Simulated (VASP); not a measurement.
# InSe (P6_3/mmc) in VASP: further runs, part 2 of 2

VASP 6.6.1. The steps go on from the part before.

### Step 3. Relaxation of cell and atoms, PBE+D3(BJ)

This run uses another cell than the first one, of 29.51 Å³/atom.

INCAR

```
SYSTEM = InSe
PREC = Accurate
ENCUT = 600
EDIFF = 1E-7
ISMEAR = 0
SIGMA = 0.03
LREAL = .False.
LASPH = .True.
NELM = 80
ALGO = Normal
ISIF = 3
LWAVE = .False.
LCHARG = .False.
GGA = PE
IVDW = 12
IBRION = 2
NSW = 90
EDIFFG = -0.005
KPAR = 2
```

KPOINTS

```
Automatic mesh
0
Gamma
  9 9 2
  0 0 0
```

POSCAR

```
InSe                                    
1.0
    4.0330618643      0.0000000000      0.0000000000
   -2.0165309321      3.4927340295      0.0000000000
    0.0000000000      0.0000000000     16.7571758662
  In              Se            
     4     4
Direct
     0.3333333332999970    0.6666666667000030    0.1666362059978710
     0.6666666667000030    0.3333333332999970    0.6666362059978709
     0.3333333332999970    0.6666666667000030    0.3333637940021291
     0.6666666667000030    0.3333333332999970    0.8333637940021290
     0.3333333332999970    0.6666666667000030    0.5897063221648718
     0.6666666667000030    0.3333333332999970    0.0897063221648718
     0.3333333332999970    0.6666666667000030    0.9102936778351282
     0.6666666667000030    0.3333333332999970    0.4102936778351282
```

Potentials or basis: VASP PAW PBE potentials, release 64 (In_d, Se).

Run with:

```bash
$ cat potpaw_PBE.64/In_d/POTCAR potpaw_PBE.64/Se/POTCAR > POTCAR
$ mpirun -np 2 vasp_std > vasp.out
```

OUTCAR:

```text
SYSTEM = InSe
   PREC = Accurate
   ENCUT = 600
   EDIFF = 1E-7
   ISMEAR = 0
   LREAL = .False.
   LASPH = .True.
   NELM = 80
   ISIF = 3
   GGA = PE
   IVDW = 12
   IBRION = 2
   NSW = 90
   EDIFFG = -0.005
 IVDW          = 12

 ion  position               nearest neighbor table
   1  0.333  0.667  0.167-   6 2.66   6 2.66   6 2.66   3 2.79
   2  0.667  0.333  0.667-   5 2.66   5 2.66   5 2.66   4 2.79
   3  0.333  0.667  0.333-   8 2.66   8 2.66   8 2.66   1 2.79
   4  0.667  0.333  0.833-   7 2.66   7 2.66   7 2.66   2 2.79
   5  0.333  0.667  0.590-   2 2.66   2 2.66   2 2.66
   6  0.667  0.333  0.090-   1 2.66   1 2.66   1 2.66
   7  0.333  0.667  0.910-   4 2.66   4 2.66   4 2.66
   8  0.667  0.333  0.410-   3 2.66   3 2.66   3 2.66

  LATTYP: Found a hexagonal cell.
 ALAT       =     4.0330618643
 C/A-ratio  =     4.1549513571

  Lattice vectors:

 A1 = (   4.0330618643,   0.0000000000,   0.0000000000)
 A2 = (  -2.0165309321,   3.4927340295,   0.0000000000)
 A3 = (   0.0000000000,   0.0000000000,  16.7571758662)

Analysis of symmetry for initial positions (statically):
=====================================================================
 Subroutine PRICEL returns:
 Original cell was already a primitive cell.

 Routine SETGRP: Setting up the symmetry group for a
 hexagonal supercell.

 Subroutine GETGRP returns: Found 24 space group operations
 (whereof 12 operations were pure point group operations)
 out of a pool of 24 trial point group operations.

The static configuration has the point symmetry D_3d.
 The point group associated with its full space group is D_6h.

Analysis of symmetry for dynamics (positions and initial velocities):
=====================================================================
 Subroutine PRICEL returns:
 Original cell was already a primitive cell.
[... 205 lines left out ...]
    total drift:                               -0.000000      0.000000      0.000000

  FREE ENERGIE OF THE ION-ELECTRON SYSTEM (eV)
  ---------------------------------------------------
  free  energy   TOTEN  =       -30.6948574213 eV

  energy  without entropy=      -30.6948574213  energy(sigma->0) =      -30.69485742

--------------------------------------- Ionic step        2  -------------------------------------------

 number of electron      76.0000010 magnetization

 Free energy of the ion-electron system (eV)
  ---------------------------------------------------
  ext. energy  EPLUGINS =         0.00000000
  ---------------------------------------------------
  free energy    TOTEN  =       -28.32053790 eV

  energy without entropy =      -28.32053790  energy(sigma->0) =      -28.32053790

 E-fermi :   4.1786     XC(G=0):  -8.8751

 val. band max:        4.0122487948   @ k =   0.0000   0.0000   0.0000
 cond. band min:       4.3659847284   @ k =   0.0000   0.0000   0.0000
 fundamental gap:      0.3537359336
 Fermi energy:         4.1785541580

 k-point     1 :       0.0000    0.0000    0.0000
  band No.  band energies     occupation
      1     -10.7725      2.00000
      2     -10.7717      2.00000
      3     -10.5876      2.00000
      4     -10.5876      2.00000
      5     -10.5872      2.00000
      6     -10.5872      2.00000
[... 1141 lines left out ...]
     44       7.4263      0.00000
     45       8.3218      0.00000

------------------------ aborting loop because EDIFF is reached ----------------------------------------

 Edisp (eV)   -2.37433

 E8    (eV) :    -1.0879

  FORCE on cell =-STRESS in cart. coord.  units (eV):
  Direction    XX          YY          ZZ          XY          YZ          ZX
  --------------------------------------------------------------------------------------
  -------------------------------------------------------------------------------------
  Total       0.00982     0.00982     0.01559     0.00000    -0.00000     0.00000
  in kB       0.06664     0.06664     0.10582     0.00000    -0.00000     0.00000
  external pressure =        0.08 kB  Pullay stress =        0.00 kB

 VOLUME and BASIS-vectors are now :
 -----------------------------------------------------------------------------
  energy-cutoff  :      600.00
  volume of cell :      236.00
      direct lattice vectors                 reciprocal lattice vectors
     4.032594088 -0.000000000  0.000000000     0.247979335  0.143170936  0.000000000
    -2.016297044  3.492328924  0.000000000     0.000000000  0.286341872  0.000000000
     0.000000000 -0.000000000 16.757886318     0.000000000  0.000000000  0.059673397

 POSITION                                       TOTAL-FORCE (eV/Angst)
 -----------------------------------------------------------------------------------
     -0.00000      2.32822      2.79240        -0.000000     -0.000000      0.003770
      2.01630      1.16411     11.17134         0.000000     -0.000000      0.003770
     -0.00000      2.32822      5.58655        -0.000000      0.000000     -0.003770
      2.01630      1.16411     13.96549         0.000000      0.000000     -0.003770
     -0.00000      2.32822      9.88256         0.000000      0.000000      0.002781
      2.01630      1.16411      1.50362         0.000000     -0.000000      0.002781
     -0.00000      2.32822     15.25427         0.000000      0.000000     -0.002781
      2.01630      1.16411      6.87533         0.000000     -0.000000     -0.002781
 -----------------------------------------------------------------------------------
    total drift:                               -0.000000      0.000000      0.000000

  FREE ENERGIE OF THE ION-ELECTRON SYSTEM (eV)
  ---------------------------------------------------
  free  energy   TOTEN  =       -30.6948693894 eV

  energy  without entropy=      -30.6948693894  energy(sigma->0) =      -30.69486939

 reached required accuracy - stopping structural energy minimisation
```

CONTCAR:

```text
InSe
   1.00000000000000
     4.0325940882832363   -0.0000000000000067    0.0000000000000000
    -2.0162970440916297    3.4923289235862116    0.0000000000000000
     0.0000000000000000   -0.0000000000000000   16.7578863180533197
  In              Se
     4     4
Direct
     0.3333333332999970    0.6666666667000030    0.1666317070947020
     0.6666666667000030    0.3333333332999970    0.6666317070947020
     0.3333333332999970    0.6666666667000030    0.3333682929052980
     0.6666666667000030    0.3333333332999970    0.8333682929052980
     0.3333333332999970    0.6666666667000030    0.5897259163387023
     0.6666666667000030    0.3333333332999970    0.0897259163387023
     0.3333333332999970    0.6666666667000030    0.9102740836612977
     0.6666666667000030    0.3333333332999970    0.4102740836612977

  0.00000000E+00  0.00000000E+00  0.00000000E+00
  0.00000000E+00  0.00000000E+00  0.00000000E+00
  0.00000000E+00  0.00000000E+00  0.00000000E+00
  0.00000000E+00  0.00000000E+00  0.00000000E+00
  0.00000000E+00  0.00000000E+00  0.00000000E+00
  0.00000000E+00  0.00000000E+00  0.00000000E+00
  0.00000000E+00  0.00000000E+00  0.00000000E+00
  0.00000000E+00  0.00000000E+00  0.00000000E+00
```

Wall time 3.5 min (2 MPI ranks of Intel Xeon Platinum 8559C (Emerald Rapids), shared host); peak memory 0.55 GiB.

Results:

```
Free energy                           : -30.6949 eV
Relaxed volume                        : 29.50 Å³/atom
Relaxed cell                          : a = 4.033 Å, b = 4.033 Å, c = 16.758 Å, α = 90.00°, β = 90.00°, γ = 120.00°
Space group after relaxing (to 0.1 Å) : P6_3/mmc (No. 194)
Energy gained by relaxing             : 0.0 meV/atom
Ionic steps                           : 2
Pressure after relaxing               : 0.0 GPa
Largest force after relaxing          : 0.004 eV/Å
Band gap on the k mesh                : 0.35 eV
Dispersion energy per atom            : -0.297 eV
```

Forces on the atoms (eV/Å):
```
In   0.000  0.000  0.004
In   0.000  0.000  0.004
In   0.000  0.000 -0.004
In   0.000  0.000 -0.004
Se   0.000  0.000  0.003
Se   0.000  0.000  0.003
Se   0.000  0.000 -0.003
Se   0.000  0.000 -0.003
```

Final structure:
```
In Se
1.0
     4.03259    0.00000    0.00000
    -2.01630    3.49233    0.00000
     0.00000    0.00000   16.75789
In Se
4 4
Direct
  0.33333 0.66667 0.16663
  0.66667 0.33333 0.66663
  0.33333 0.66667 0.33337
  0.66667 0.33333 0.83337
  0.33333 0.66667 0.58973
  0.66667 0.33333 0.08973
  0.33333 0.66667 0.91027
  0.66667 0.33333 0.41027
```

Caveat: spin-orbit coupling is left out, which moves the levels of the heavy elements.
